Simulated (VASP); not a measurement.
Write the native input for VASP 6.6.1 that does the following.

* Task: single point
* Functional: PBE
* Potentials or basis: VASP PAW PBE potentials, release 64 (Nd_3, Bi_d, S), 4f in core
* Cutoff: 500 eV
* k mesh: 4 × 4 × 4
* Occupations: gaussian, width 0.2 eV
* Spin: no spin polarisation
* Dipole correction: no
* Mended: yes
* Further INCAR settings: ALGO = Normal; EDIFF = 1e-06; NBANDS = 38

The structure of NdBi2S3 lies in POSCAR:

```
NdBi2S3
1.0
   -2.8077672954      2.8077672954      5.7814449988
    2.8077672954     -2.8077672954      5.7814449988
    2.8077672954      2.8077672954     -5.7814449988
Nd Bi S
1 2 3
Direct
    0.1521509734      0.1521509734      0.0000000000
    0.8500645400      0.3500645400      0.5000000000
    0.3500645400      0.8500645400      0.5000000000
    0.6267781932      0.1267781932      0.5000000000
    0.1267781932      0.6267781932      0.5000000000
    0.9054388003      0.9054388003      0.0000000000
```

The cell was built from a structure type or drawn by symmetry, and may not be a known phase.

These files were run (other wordings do the same):

INCAR

```
SYSTEM = NdBi2S3
PREC = Accurate
ENCUT = 500
EDIFF = 1E-6
ISMEAR = 0
SIGMA = 0.2
LREAL = .FALSE.
LASPH = .TRUE.
NELM = 200
ALGO = Normal
ISIF = 2
LWAVE = .FALSE.
LCHARG = .TRUE.
GGA = PE
LELF = .TRUE.
LVHAR = .TRUE.
NBANDS = 38
GGA_COMPAT = .FALSE.
LMAXMIX = 6
```

KPOINTS

```
regular mesh
0
G
  4 4 4
  0 0 0
```

Potentials or basis: VASP PAW PBE potentials, release 64 (Nd_3, Bi_d, S), 4f in core.

Run with:

```bash
$ cat potpaw_PBE.64/Nd_3/POTCAR potpaw_PBE.64/Bi_d/POTCAR potpaw_PBE.64/S/POTCAR > POTCAR
$ mpirun -np 1 vasp_std > vasp.out
```

Results of the run:

| Property | Result |
| --- | --- |
| Pressure | 0.1 GPa |
| Largest force | 0.031 eV/Å |
| Band gap on the k mesh | zero (an odd number of electrons rules out a gap without spin polarisation) |

Caveat: spin-orbit coupling is left out, which moves the levels of the heavy elements; the 4f electrons are frozen in the core, so they carry no moment and show no levels; the run has no spin polarisation, though such a crystal can be magnetic.

It took 2.5 min on 1 thread of Intel(R) Xeon(R) Platinum 8488C (Sapphire Rapids), on a shared host, peak memory 0.43 GiB.
